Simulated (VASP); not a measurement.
A run of VASP 6.6.1 is set up as follows.

File INCAR:

```
SYSTEM = NbCd3
  PREC = Accurate
  ENCUT = 520
  EDIFF = 1E-6
  ISMEAR = -1
  SIGMA = 0.08
  LREAL = .False.
  LASPH = .True.
  NELM = 60
  ALGO = Normal
  ISIF = 2
  LWAVE = .False.
  LCHARG = .False.
  NBANDS = 32
```

KPOINTS

```
Automatic mesh
0
Gamma
  9 9 9
  0 0 0
```

Contents of POSCAR:

```
NbCd3
1.0
    4.2704668871      0.0000000000      0.0000000000
    0.0000000000      4.2704668871      0.0000000000
    0.0000000000      0.0000000000      4.2704668871
Nb Cd
1 3
Direct
    0.0000000000      0.0000000000      0.0000000000
    0.0000000000      0.5000000000      0.5000000000
    0.5000000000      0.0000000000      0.5000000000
    0.5000000000      0.5000000000      0.0000000000
```

Potentials or basis: VASP PAW LDA potentials, release 64 (Nb_sv, Cd).

Command:

```sh
$ cat potpaw_LDA.64/Nb_sv/POTCAR potpaw_LDA.64/Cd/POTCAR > POTCAR
$ mpirun -np 1 vasp_std > vasp.out
```

Q: What does it give for the band gap on the k mesh?

A: Zero (an odd number of electrons rules out a gap without spin polarisation).

Q: Predict the pressure.

A: -5.8 GPa.

Caveat: the cell stands under tension.
